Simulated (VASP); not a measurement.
# H (P1) in VASP: notebook

H is run at these levels: LDA; tasks: single point.

Program: VASP 6.6.1. These are calculated values, not measurements. Logs are shortened: lines on timing, memory, paths and dates and some standing lists are left out, and cuts for length are marked.

### Step 1. The cell of the first run

The typed cell holds 4 atoms: a = 3.670 Å, b = 3.670 Å, c = 4.142 Å, α = 90.00°, β = 90.00°, γ = 88.75°.

### Step 2. Single point, LDA (atom 1 (H) moved by (-0.150, -0.150) A along x and z)

File INCAR:

```
SYSTEM = H
PREC = Accurate ; ENCUT = 520
EDIFF = 1E-7 ; ISMEAR = 0
SIGMA = 0.05 ; LREAL = .FALSE.
LASPH = .TRUE. ; NELM = 80
ALGO = Normal ; ISIF = 2
LWAVE = .FALSE. ; LCHARG = .FALSE.
GGA = CA ; NBANDS = 10
```

File KPOINTS:

```
regular mesh
0
G
  6 6 6
  0 0 0
```

File POSCAR:

```
H
1.0
    2.6234813799     -2.5669048168      0.0000000000
    2.6234813799      2.5669048168      0.0000000000
    0.0000000000      0.0000000000      4.1418180000
H
4
Direct
    0.9247076627      0.0181164027      0.0322929095
    0.4532956300      0.5467043700      0.4314911100
    0.5467043700      0.4532956300      0.5685088900
    0.0467043700      0.9532956300      0.9314911100
```

Potentials or basis: VASP PAW LDA potentials, release 64 (H).

Command:

```console
cat potpaw_LDA.64/H/POTCAR > POTCAR
mpirun -np 1 vasp_std > vasp.out
```

OUTCAR:

```text
SYSTEM = H
   PREC = Accurate
   ENCUT = 520
   EDIFF = 1E-7
   ISMEAR = 0
   LREAL = .FALSE.
   LASPH = .TRUE.
   NELM = 80
   ISIF = 2
   GGA = CA

 ion  position               nearest neighbor table
   1  0.925  0.018  0.032-   4 0.65
   2  0.453  0.547  0.431-   3 0.74
   3  0.547  0.453  0.569-   2 0.74
   4  0.047  0.953  0.931-   1 0.65

  LATTYP: Found a base centered orthorhombic cell.
 ALAT       =     5.1338096336
 B/A-ratio  =     1.0220407717
 C/A-ratio  =     0.8067728053

  Lattice vectors:

 A1 = (  -2.6234813799,  -2.5669048168,   0.0000000000)
 A2 = (   2.6234813799,  -2.5669048168,   0.0000000000)
 A3 = (   0.0000000000,   0.0000000000,   4.1418180000)

Analysis of symmetry for initial positions (statically):
=====================================================================
 Subroutine PRICEL returns:
 Original cell was already a primitive cell.

 Routine SETGRP: Setting up the symmetry group for a
 base centered orthorhombic supercell.

 Subroutine GETGRP returns: Found  1 space group operations
 (whereof  1 operations were pure point group operations)
 out of a pool of  8 trial point group operations.

The static configuration has the point symmetry C_1 .

Analysis of symmetry for dynamics (positions and initial velocities):
=====================================================================
 Subroutine PRICEL returns:
 Original cell was already a primitive cell.

 Routine SETGRP: Setting up the symmetry group for a
 base centered orthorhombic supercell.

 Subroutine GETGRP returns: Found  1 space group operations
 (whereof  1 operations were pure point group operations)
 out of a pool of  8 trial point group operations.

The dynamic configuration has the point symmetry C_1 .

 Subroutine INISYM returns: Found  1 space group operations
 (whereof  1 operations are pure point group operations),
 and found     1 'primitive' translations

[... 92 lines left out ...]
   ISPIN  =      1    spin polarized calculation?
   LNONCOLLINEAR =      F non collinear calculations
   LSORBIT =      F    spin-orbit coupling
   LASPH  =      T    aspherical Exc in radial PAW
   ENCUT  =  520.0 eV  38.22 Ry    6.18 a.u.   6.82  6.82  7.70*2*pi/ulx,y,z
   NELM   =     80;   NELMIN=  2; NELMDL= -5     # of ELM steps
   EDIFF  = 0.1E-06   stopping-criterion for ELM
   LREAL  =      F    real-space projection
   EDIFFG = 0.1E-05   stopping-criterion for IOM
   NSW    =      0    number of steps for IOM
   IBRION =     -1    ionic relax: 0-MD 1-quasi-New 2-CG
   NFREE  =      0    steps in history (QN), initial steepest desc. (CG)
   ISIF   =      2    stress and relaxation
   ISYM   =      2    0-nonsym 1-usesym 2-fastsym
   POTIM  = 0.5000    time-step for ionic-motion
   TEBEG  =    0.0;   TEEND  =   0.0 temperature during run
   PSTRESS=    0.0 pullay stress
   NELECT =       4.0000    total number of electrons
   NUPDOWN=      -1.0000    fix difference up-down
   EMIN   =  10.00;   EMAX   =-10.00  energy-range for DOS
   EFERMI =   0.00;   METHOD = LEGACY
   ISMEAR =     0;   SIGMA  =   0.05  broadening in eV -4-tet -1-fermi 0-gaus
   EFERMI_NEDOS =   21; number of points for ismear=-14 and -15
   IALGO  =     38    algorithm
   IMIX   =      4    mixing-type and parameters
     AMIX     =   0.40;   BMIX     =  1.00
     AMIX_MAG =   1.60;   BMIX_MAG =  1.00
  volume/ion in A,a.u.               =      13.95        94.11
  Fermi-wavevector in a.u.,A,eV,Ry     =   0.680130  1.285259  6.293739  0.462577
  Thomas-Fermi vector in A             =   1.758530
   LORBIT       =      0    0 simple, 1 ext, 2 COOP (PROOUT), +10 PAW based schemes
   GGA     = CA    functional components
   LHFCALC =     F    Hartree Fock is set to
   AEXX    =    0.0000 exact exchange contribution
   IVDW    =     0    specifies the selected vdW correction
   LEPSILON=     F    determine dielectric tensor
   LRPA    =     F    only Hartree local field effects (RPA)
 non-spin polarized calculation
 Gauss-broadening in eV      SIGMA  =   0.05
  energy-cutoff  :      520.00
  volume of cell :       55.78
 maximum number of plane-waves:      1516
   NGX = 13   NGY = 13   NGZ = 15

 number of electron       4.0000002 magnetization

 Free energy of the ion-electron system (eV)
  ---------------------------------------------------
  ext. energy  EPLUGINS =         0.00000000
  ---------------------------------------------------
  free energy    TOTEN  =       -13.23426804 eV

  energy without entropy =      -13.23426804  energy(sigma->0) =      -13.23426804

 E-fermi :  -8.5302     XC(G=0):  -5.3467

 val. band max:       -8.7340538411   @ k =   0.0000   0.0000   0.0000
 cond. band min:       0.1250347787   @ k =   0.5000  -0.0000   0.5000
 fundamental gap:      8.8590886198
 Fermi energy:        -8.5301564493

 k-point     1 :       0.0000    0.0000    0.0000
  band No.  band energies     occupation
      1     -10.6028      2.00000
      2      -8.7341      2.00000
      3       2.7784      0.00000
      4       3.5272      0.00000
      5       4.5291      0.00000
      6       6.2914      0.00000
      7       6.4830      0.00000
      8       7.8629      0.00000
      9      10.6593      0.00000
     10      11.1281      0.00000
[... 287 lines left out ...]
 k-point    24 :       0.0000   -0.1667   -0.1667
  band No.  band energies     occupation
      1     -10.3580      2.00000
      2      -8.8840      2.00000
      3       2.0031      0.00000
      4       2.7672      0.00000
      5       4.6477      0.00000
      6       5.9113      0.00000
      7       7.9943      0.00000
      8       9.8155      0.00000
      9      10.0738      0.00000
     10      10.8327      0.00000

 [... further k-points ...]
[... 5 lines left out ...]
  --------------------------------------------------------------------------------------
  -------------------------------------------------------------------------------------
  Total       -0.0437232      1.9307735      1.6072151     -0.5970059      1.3354322     -0.5163952
  in kB       -1.2557813     55.4540364     46.1610670    -17.1466971     38.3551481    -14.8314654
  external PRESSURE =      33.4531074 kB  Pullay stress =       0.0000000 kB

 VOLUME and BASIS-vectors are now :
 -----------------------------------------------------------------------------
  energy-cutoff  :      520.00
  volume of cell :       55.78
      direct lattice vectors                 reciprocal lattice vectors
     2.623481380 -2.566904817  0.000000000     0.190586449 -0.194787121  0.000000000
     2.623481380  2.566904817  0.000000000     0.190586449  0.194787121  0.000000000
     0.000000000  0.000000000  4.141818000     0.000000000  0.000000000  0.241439870

 POSITION                                       TOTAL-FORCE (eV/Angst)
 -----------------------------------------------------------------------------------
      2.47348     -2.32713      0.13375        -1.243691      3.988349      3.483285
      2.62348      0.23977      1.78716        -0.004677      0.591451     -0.691887
      2.62348     -0.23977      2.35466         0.004590     -0.591230      0.692144
      2.62348      2.32713      3.85807         1.243778     -3.988571     -3.483541
 -----------------------------------------------------------------------------------
    total drift:                                0.000004      0.000093     -0.000136

  FREE ENERGIE OF THE ION-ELECTRON SYSTEM (eV)
  ---------------------------------------------------
  free  energy   TOTEN  =       -13.2342680382 eV

  energy  without entropy=      -13.2342680382  energy(sigma->0) =      -13.23426804
```

OSZICAR:

```text
N       E                     dE             d eps       ncg     rms          rms(c)
DAV:   1    -0.104030621507E+02   -0.10403E+02   -0.11376E+03  2240   0.257E+02
DAV:   2    -0.147203549985E+02   -0.43173E+01   -0.42616E+01  2832   0.393E+01
DAV:   3    -0.148332800416E+02   -0.11293E+00   -0.11287E+00  2698   0.478E+00
DAV:   4    -0.148335614918E+02   -0.28145E-03   -0.28145E-03  2506   0.285E-01
DAV:   5    -0.148335625318E+02   -0.10401E-05   -0.10401E-05  2544   0.172E-02    0.712E+00
DAV:   6    -0.137039197057E+02    0.11296E+01   -0.62810E-01  2338   0.293E+00    0.375E+00
DAV:   7    -0.132287993763E+02    0.47512E+00   -0.10947E+00  2374   0.398E+00    0.442E-01
DAV:   8    -0.132358192692E+02   -0.70199E-02   -0.12274E-02  2348   0.427E-01    0.215E-01
DAV:   9    -0.132342652955E+02    0.15540E-02   -0.25999E-03  2496   0.185E-01    0.295E-02
DAV:  10    -0.132342588377E+02    0.64578E-05   -0.63313E-05  2468   0.396E-02    0.942E-03
DAV:  11    -0.132342680534E+02   -0.92157E-05   -0.58658E-06  2488   0.109E-02    0.210E-03
DAV:  12    -0.132342680382E+02    0.15181E-07   -0.26366E-07  2538   0.230E-03
   1 F= -.13234268E+02 E0= -.13234268E+02  d E =-.783030E-11
```

Wall time 37 s (1 thread of Intel Xeon Platinum 8259CL at 2.50GHz (Skylake/Cascade Lake), shared host); peak memory 0.16 GiB.

What came out:

```
Free energy            : -13.2343 eV
Pressure               : 3.3 GPa
Largest force          : 5.440 eV/Å
Band gap on the k mesh : 8.86 eV, indirect (least direct gap 9.26 eV)
```

Forces in eV/Å, atoms in the order of the input:
```
H   -1.244  3.988  3.483
H   -0.005  0.591 -0.692
H    0.005 -0.591  0.692
H    1.244 -3.989 -3.484
```

Stress tensor (GPa, compression positive):
```
-0.13 -1.71 -1.48
-1.71  5.55  3.84
-1.48  3.84  4.62
```

Caveat: the cell differs from its parent crystal (atom 1 (H) moved by (-0.150, -0.150) A along x and z); forces of over 1 eV/Å act on the atoms, so gaps and moduli don't describe the material at rest.

### Step 3. Single point, LDA (atom 1 (H) moved by (-0.150, +0.150) A along x and z)

File INCAR:

```
SYSTEM = H
PREC     = Accurate       ! precision mode
ENCUT    = 520            ! plane-wave cutoff, eV
EDIFF    = 1E-6           ! SCF threshold, eV
ISMEAR   = 0              ! smearing method
SIGMA    = 0.05           ! smearing width, eV
LREAL    = .False.        ! projectors in reciprocal space
LASPH    = .True.         ! aspherical terms in the spheres
NELM     = 60             ! most SCF steps
ALGO     = Normal         ! electronic algorithm
ISIF     = 2              ! what is computed and relaxed
LWAVE    = .False.        ! write WAVECAR
LCHARG   = .False.        ! write CHGCAR
NBANDS   = 10             ! bands
```

File KPOINTS:

```
Automatic mesh
0
Gamma
  6 6 6
  0 0 0
```

Edit POSCAR of step 2 so:

```diff
@@ -8,3 +8,3 @@
 Direct
-    0.9247076627      0.0181164027      0.0322929095
+    0.9247076627      0.0181164027      0.1047248705
     0.4532956300      0.5467043700      0.4314911100
```

Potentials or basis: VASP PAW LDA potentials, release 64 (H).

Command:

```console
cat potpaw_LDA.64/H/POTCAR > POTCAR
mpirun -np 1 vasp_std > vasp.out
```

Wall time 38 s (1 thread of Intel Xeon Platinum 8259CL at 2.50GHz (Skylake/Cascade Lake), shared host); peak memory 0.16 GiB.

The run converged. Its results:

| Item | Value |
| --- | --- |
| Free energy | -13.3701 eV |
| Pressure | -2.1 GPa |
| Largest force | 2.421 eV/Å |
| Band gap on the k mesh | 7.68 eV, indirect (least direct gap 8.12 eV) |

Forces in eV/Å, atoms in the order of the input:
```
H    0.417 -1.319 -1.987
H   -0.005  0.604 -0.721
H    0.005 -0.604  0.722
H   -0.417  1.319  1.986
```

Stress tensor (GPa, compression positive):
```
-0.92  0.57  0.87
 0.57 -1.84 -3.70
 0.87 -3.70 -3.67
```

Levels at points of the mesh, in eV from the valence-band top:
```
           k point  band 1  band 2  band 3  band 4  band 5  band 6  band 7
(0.00, 0.00, 0.00)   -2.20    0.00    9.92   12.06   12.13   14.18   14.24
(0.50, 0.00, 0.00)   -1.25   -0.65    9.33   10.06   12.46   13.06   16.26
(0.00, 0.50, 0.00)   -1.24   -0.68    9.83   10.14   11.79   13.07   16.16
(0.50, 0.50, 0.00)   -0.97   -0.32    8.40    9.28   12.71   14.41   14.58
(0.00, 0.00, 0.50)   -1.42   -0.82    8.91    9.85   14.56   14.81   16.17
(0.50, 0.00, 0.50)   -1.08   -0.44    7.68    8.21   14.67   15.18   16.06
(0.00, 0.50, 0.50)   -1.08   -0.47    7.77    8.34   14.80   15.06   15.20
(0.50, 0.50, 0.50)   -0.84   -0.18    9.29   10.09   11.41   11.48   11.57
```

Caveat: the cell differs from its parent crystal (atom 1 (H) moved by (-0.150, +0.150) A along x and z); forces of over 1 eV/Å act on the atoms, so gaps and moduli don't describe the material at rest. A k mesh can miss the band edges.
